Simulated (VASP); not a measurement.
# MgS (sol) (F-43m) in VASP: further runs, part 2 of 2

VASP 6.6.1.

## (4) Single point, PBEsol

This run uses another cell than the first one, of 22.56 Å³/atom, 1.017 times its volume.

INCAR

```
PREC     = Accurate       # precision mode
ENCUT    = 600            # plane-wave cutoff, eV
EDIFF    = 1E-6           # SCF threshold, eV
ISMEAR   = 0              # smearing method
SIGMA    = 0.01           # smearing width, eV
LREAL    = False          # projectors in reciprocal space
LASPH    = True           # aspherical terms in the spheres
NELM     = 120            # most SCF steps
ALGO     = Normal         # electronic algorithm
ISIF     = 2              # what is computed and relaxed
LWAVE    = False          # write WAVECAR
LCHARG   = True           # write CHGCAR
GGA      = PS             # functional
LELF     = True           # ELF
LVHAR    = True         
NBANDS   = 11             # bands
GGA_COMPAT= False
```

KPOINTS

```
regular mesh
0
Gamma
  6 6 6
```

POSCAR

```
MgS
1.0
    0.0000000000      2.8257015369      2.8257015369
    2.8257015369      0.0000000000      2.8257015369
    2.8257015369      2.8257015369      0.0000000000
Mg S
1 1
Direct
    0.0000000000      0.0000000000      0.0000000000
    0.2500000000      0.2500000000      0.2500000000
```

Potentials or basis: VASP PAW PBE potentials, release 64 (Mg, S).

Run with:

```bash
$ cat potpaw_PBE.64/Mg/POTCAR potpaw_PBE.64/S/POTCAR > POTCAR
$ mpirun -np 1 vasp_std > vasp.out
```

OUTCAR:

```text
PREC = Accurate
   ENCUT = 600
   EDIFF = 1E-6
   ISMEAR = 0
   LREAL = False
   LASPH = True
   NELM = 120
   ISIF = 2
   GGA = PS

 ion  position               nearest neighbor table
   1  0.000  0.000  0.000-   2 2.45   2 2.45   2 2.45   2 2.45
   2  0.250  0.250  0.250-   1 2.45   1 2.45   1 2.45   1 2.45

  LATTYP: Found a face centered cubic cell.
 ALAT       =     5.6514030738

  Lattice vectors:

 A1 = (   0.0000000000,   2.8257015369,   2.8257015369)
 A2 = (   2.8257015369,   0.0000000000,   2.8257015369)
 A3 = (   2.8257015369,   2.8257015369,   0.0000000000)

Analysis of symmetry for initial positions (statically):
=====================================================================
 Subroutine PRICEL returns:
 Original cell was already a primitive cell.

 Routine SETGRP: Setting up the symmetry group for a
 face centered cubic supercell.

 Subroutine GETGRP returns: Found 24 space group operations
 (whereof 24 operations were pure point group operations)
 out of a pool of 48 trial point group operations.

The static configuration has the point symmetry T_d .

Analysis of symmetry for dynamics (positions and initial velocities):
=====================================================================
 Subroutine PRICEL returns:
 Original cell was already a primitive cell.

 Routine SETGRP: Setting up the symmetry group for a
 face centered cubic supercell.

 Subroutine GETGRP returns: Found 24 space group operations
 (whereof 24 operations were pure point group operations)
 out of a pool of 48 trial point group operations.

The dynamic configuration has the point symmetry T_d .

 Subroutine INISYM returns: Found 24 space group operations
 (whereof 24 operations are pure point group operations),
 and found     1 'primitive' translations

----------------------------------------------------------------------------------------

                                     Primitive cell

  volume of cell :      45.1241

  direct lattice vectors                    reciprocal lattice vectors
     0.000000000  2.825701537  2.825701537    -0.176947209  0.176947209  0.176947209
     2.825701537  0.000000000  2.825701537     0.176947209 -0.176947209  0.176947209
     2.825701537  2.825701537  0.000000000     0.176947209  0.176947209 -0.176947209

  length of vectors
     3.996145437  3.996145437  3.996145437     0.306481556  0.306481556  0.306481556

  position of ions in fractional coordinates (direct lattice)
     0.000000000  0.000000000  0.000000000
     0.250000000  0.250000000  0.250000000

  ion indices of the primitive-cell ions
   primitive index   ion index
                 1           1
                 2           2

----------------------------------------------------------------------------------------

 KPOINTS: regular mesh

Automatic generation of k-mesh.
 Grid dimensions read from file:
 generate k-points for:    6    6    6

 Generating k-lattice:

  Cartesian coordinates                     Fractional coordinates (reciprocal lattice)
    -0.029491201  0.029491201  0.029491201     0.166666667  0.000000000  0.000000000
     0.029491201 -0.029491201  0.029491201     0.000000000  0.166666667  0.000000000
     0.029491201  0.029491201 -0.029491201     0.000000000  0.000000000  0.166666667

  Length of vectors
     0.051080259  0.051080259  0.051080259

  Shift w.r.t. Gamma in fractional coordinates (k-lattice)
     0.000000000  0.000000000  0.000000000

 Subroutine IBZKPT returns following result:
 ===========================================

 Found     16 irreducible k-points:

 Following reciprocal coordinates:
            Coordinates               Weight
  0.000000  0.000000  0.000000      1.000000
  0.166667  0.000000  0.000000      8.000000
  0.333333  0.000000  0.000000      8.000000
  0.500000  0.000000  0.000000      4.000000
  0.166667  0.166667  0.000000      6.000000
  0.333333  0.166667  0.000000     24.000000
[... 8 lines left out ...]
 -0.333333  0.333333  0.166667     24.000000
 -0.333333  0.500000  0.166667     12.000000
   k-points           NKPTS =     16   k-points in BZ     NKDIM =     16   number of bands    NBANDS=     11
   number of dos      NEDOS =    301   number of ions     NIONS =      2
   total plane-waves  NPLWV =  32768
   dimension x,y,z NGX =    32 NGY =   32 NGZ =   32
   dimension x,y,z NGXF=    64 NGYF=   64 NGZF=   64
   ions per type =               1   1
   NGX,Y,Z   is equivalent  to a cutoff of  13.31, 13.31, 13.31 a.u.
   NGXF,Y,Z  is equivalent  to a cutoff of  26.63, 26.63, 26.63 a.u.
 SYSTEM =  unknown system
   PREC   = accura    normal or accurate (medium, high low for compatibility)
   ISTART =      0    job   : 0-new  1-cont  2-samecut
   ICHARG =      2    charge: 1-file 2-atom 10-const
   ISPIN  =      1    spin polarized calculation?
   LNONCOLLINEAR =      F non collinear calculations
   LSORBIT =      F    spin-orbit coupling
   LASPH  =      T    aspherical Exc in radial PAW
   ENCUT  =  600.0 eV  44.10 Ry    6.64 a.u.   7.98  7.98  7.98*2*pi/ulx,y,z
   NELM   =    120;   NELMIN=  2; NELMDL= -5     # of ELM steps
   EDIFF  = 0.1E-05   stopping-criterion for ELM
   LREAL  =      F    real-space projection
   EDIFFG = 0.1E-04   stopping-criterion for IOM
   NSW    =      0    number of steps for IOM
   IBRION =     -1    ionic relax: 0-MD 1-quasi-New 2-CG
   NFREE  =      0    steps in history (QN), initial steepest desc. (CG)
   ISIF   =      2    stress and relaxation
   ISYM   =      2    0-nonsym 1-usesym 2-fastsym
   POTIM  = 0.5000    time-step for ionic-motion
   TEBEG  =    0.0;   TEEND  =   0.0 temperature during run
   PSTRESS=    0.0 pullay stress
   NELECT =       8.0000    total number of electrons
   NUPDOWN=      -1.0000    fix difference up-down
   EMIN   =  10.00;   EMAX   =-10.00  energy-range for DOS
   EFERMI =   0.00;   METHOD = LEGACY
   ISMEAR =     0;   SIGMA  =   0.01  broadening in eV -4-tet -1-fermi 0-gaus
   EFERMI_NEDOS =   21; number of points for ismear=-14 and -15
   IALGO  =     38    algorithm
   IMIX   =      4    mixing-type and parameters
     AMIX     =   0.40;   BMIX     =  1.00
     AMIX_MAG =   1.60;   BMIX_MAG =  1.00
  volume/ion in A,a.u.               =      22.56       152.26
  Fermi-wavevector in a.u.,A,eV,Ry     =   0.919677  1.737937 11.507880  0.845805
  Thomas-Fermi vector in A             =   2.044897
   LORBIT       =      0    0 simple, 1 ext, 2 COOP (PROOUT), +10 PAW based schemes
   GGA     = PS    functional components
   LHFCALC =     F    Hartree Fock is set to
   AEXX    =    0.0000 exact exchange contribution
   IVDW    =     0    specifies the selected vdW correction
   LEPSILON=     F    determine dielectric tensor
   LRPA    =     F    only Hartree local field effects (RPA)
 non-spin polarized calculation
 Gauss-broadening in eV      SIGMA  =   0.01
  energy-cutoff  :      600.00
  volume of cell :       45.12
 maximum number of plane-waves:      1524
   NGX = 15   NGY = 15   NGZ = 15

 number of electron       8.0000000 magnetization

 Free energy of the ion-electron system (eV)
  ---------------------------------------------------
  ext. energy  EPLUGINS =         0.00000000
  ---------------------------------------------------
  free energy    TOTEN  =        -8.91747590 eV

  energy without entropy =       -8.91747590  energy(sigma->0) =       -8.91747590

 E-fermi :   1.1567     XC(G=0):  -8.5979

 val. band max:        1.0364541345   @ k =   0.0000   0.0000   0.0000
 cond. band min:       4.3593319411   @ k =   0.0000   0.0000   0.0000
 fundamental gap:      3.3228778067
 Fermi energy:         1.1567033759

 k-point     1 :       0.0000    0.0000    0.0000
  band No.  band energies     occupation
      1     -10.2510      2.00000
      2       1.0365      2.00000
      3       1.0365      2.00000
      4       1.0365      2.00000
      5       4.3593      0.00000
      6       8.9228      0.00000
      7       8.9228      0.00000
      8       8.9228      0.00000
      9      11.8313      0.00000
     10      11.8313      0.00000
     11      14.6281      0.00000
[... 197 lines left out ...]
 k-point    16 :      -0.3333    0.5000    0.1667
  band No.  band energies     occupation
      1      -9.3157      2.00000
      2      -1.5170      2.00000
      3      -0.5603      2.00000
      4      -0.2607      2.00000
      5       5.8621      0.00000
      6       7.8080      0.00000
      7      10.3372      0.00000
      8      10.3784      0.00000
      9      13.4901      0.00000
     10      14.8117      0.00000
     11      14.9226      0.00000

------------------------ aborting loop because EDIFF is reached ----------------------------------------

  FORCE on cell =-STRESS in cart. coord.  units (eV):
  Direction    XX          YY          ZZ          XY          YZ          ZX
  --------------------------------------------------------------------------------------
  -------------------------------------------------------------------------------------
  Total       -0.0160220     -0.0160220     -0.0160220     -0.0000000     -0.0000000     -0.0000000
  in kB       -0.5688762     -0.5688762     -0.5688762     -0.0000000     -0.0000000     -0.0000000
  external PRESSURE =      -0.5688762 kB  Pullay stress =       0.0000000 kB

 VOLUME and BASIS-vectors are now :
 -----------------------------------------------------------------------------
  energy-cutoff  :      600.00
  volume of cell :       45.12
      direct lattice vectors                 reciprocal lattice vectors
     0.000000000  2.825701537  2.825701537    -0.176947209  0.176947209  0.176947209
     2.825701537  0.000000000  2.825701537     0.176947209 -0.176947209  0.176947209
     2.825701537  2.825701537  0.000000000     0.176947209  0.176947209 -0.176947209

 POSITION                                       TOTAL-FORCE (eV/Angst)
 -----------------------------------------------------------------------------------
      0.00000      0.00000      0.00000        -0.000000      0.000000      0.000000
      1.41285      1.41285      1.41285         0.000000     -0.000000     -0.000000
 -----------------------------------------------------------------------------------
    total drift:                               -0.000000     -0.000000     -0.000000

  FREE ENERGIE OF THE ION-ELECTRON SYSTEM (eV)
  ---------------------------------------------------
  free  energy   TOTEN  =        -8.9174759028 eV

  energy  without entropy=       -8.9174759028  energy(sigma->0) =       -8.91747590
```

It took 18 s on 1 thread of Intel Xeon 8259CL, shared host; peak memory 0.17 GiB.

What came out:

```yaml
Free_energy: -8.9175 eV
Pressure: -0.1 GPa
Band_gap_on_the_k_mesh: 3.32 eV, direct
```

Caveat: the PAW data sets were made with another functional, which shifts forces and pressure a little. A k mesh can miss the band edges.

## (5) The runs side by side

```csv
cell,smearing,gap on the mesh (eV),pressure (GPa)
"a = 3.974 Å, angles 60.0°, 2 atoms",gaussian 0.1 eV,3.40,1.0
"a = 3.996 Å, angles 60.0°, 2 atoms",gaussian 0.02 eV,3.32,-0.1
"a = 3.996 Å, angles 60.0°, 2 atoms",gaussian 0.01 eV,3.32,-0.1
```

Alike in all rows: task single point; level PBEsol; potentials or basis VASP PAW PBE potentials, release 64 (Mg, S); no spin polarisation; k mesh 6 × 6 × 6; cutoff (eV) 600.

Caveats: the PAW data sets were made with another functional, which shifts forces and pressure a little.

Absolute energies hang on the potentials; compare differences alone.
